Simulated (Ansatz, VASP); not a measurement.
## GaSb in VASP and in Ansatz

INCAR

```
PREC = Accurate
ENCUT = 520
EDIFF = 1E-7
ISMEAR = 0
SIGMA = 0.15
LREAL = False
LASPH = True
NELM = 100
ALGO = Normal
ISIF = 2
LWAVE = False
LCHARG = False
GGA = PS
NBANDS = 16
```

File KPOINTS:

```
Automatic mesh
0
Gamma
  14 14 14
```

POSCAR

```
GaSb
1.0
    0.0000000000      2.9978200000      3.0590000000
    3.0590000000      0.0000000000      3.0590000000
    3.0590000000      2.9978200000      0.0000000000
Ga Sb
1 1
Direct
    0.0000000000      0.0000000000      0.0000000000
    0.7500000000      0.7500000000      0.7500000000
```

Input for Ansatz:

```yaml
crystal:
  lattice:
    - [0.0, 2.99782, 3.059]
    - [3.059, 0.0, 3.059]
    - [3.059, 2.99782, 0.0]
  atoms:
    - { symbol: Ga, position: [0.0, 0.0, 0.0] }
    - { symbol: Sb, position: [0.75, 0.75, 0.75] }
basis:
  ecutwfc: 420
kpoints:
  mp_grid: { grid: [14, 14, 14] }
hamiltonian:
  xc: pbesol
scf:
  occupations: { method: gaussian, width: 0.15 }
output:
  forces: true
  stress: true
  eigenvalues: true
```

Change from the starting cell: strain -0.0200 x Voigt [0, 1, 0, 0, 0, 0], atoms carried along.

Alike in both runs: task single point; functional PBEsol; k mesh 14 × 14 × 14; occupations gaussian, width 0.15 eV; no spin polarisation.

|  | VASP | Ansatz |
| --- | --- | --- |
| version | VASP 6.6.1 | Ansatz 0.2.0 |
| potentials or method | VASP PAW PBE potentials, release 64 (Ga_d, Sb), cutoff 520 eV | scalar-relativistic, plane waves, PAW |
| valence electrons in the cell | 18 | 28 |

Ansatz gave:

| Item | Value |
| --- | --- |
| pressure (GPa) | 0.9 |
| traceless stress, the component that is largest in VASP (GPa) | 0.57 |

Question: What did VASP give for the same quantities?

Answer: Pressure (GPa): 1.0; traceless stress, the component that is largest in VASP (GPa): 0.57.

VASP's potentials were made for PBE, not for PBEsol. VASP's potentials hold 18 valence electrons a cell and Ansatz's 28, so a difference there can come from the potentials and not from the codes.

Neither program's run includes spin-orbit coupling.
